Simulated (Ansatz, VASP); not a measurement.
# BN: VASP beside Ansatz

```
B N
1.0
     2.51218    0.00000    0.00000
    -1.25609    2.17561    0.00000
     0.00000    0.00000    8.34369
B N
2 2
Direct
  0.24454 0.60166 0.25000
  0.66667 0.33333 0.75000
  0.33333 0.66667 0.75000
  0.66667 0.33333 0.25000
```

Alike in both runs: task single point; functional PBE; k mesh 12 × 12 × 4; occupations gaussian, width 0.05 eV; no spin polarisation.

|  | VASP | Ansatz |
| --- | --- | --- |
| version | VASP 6.6.1 | Ansatz 0.2.0 |
| potentials or method | VASP PAW PBE potentials, release 64 (B, N), cutoff 520 eV | scalar-relativistic, plane waves, PAW |
| valence electrons in the cell | 16 | 16 |

```csv
,VASP,Ansatz,Ansatz less VASP
gap on the k mesh at the Fermi level (eV),2.98,2.99,+0.008
least direct gap on the mesh (eV),3.62,3.62,+0.001
pressure (GPa),7.0,7.0,+0.01
"traceless stress, the component that is largest in VASP (GPa)",11.33,11.24,-0.086
rms of the force components (eV/Å),4.319,4.320,+0.0010
```

Atom by atom the forces differ by 0.002 eV/Å (rms over components).
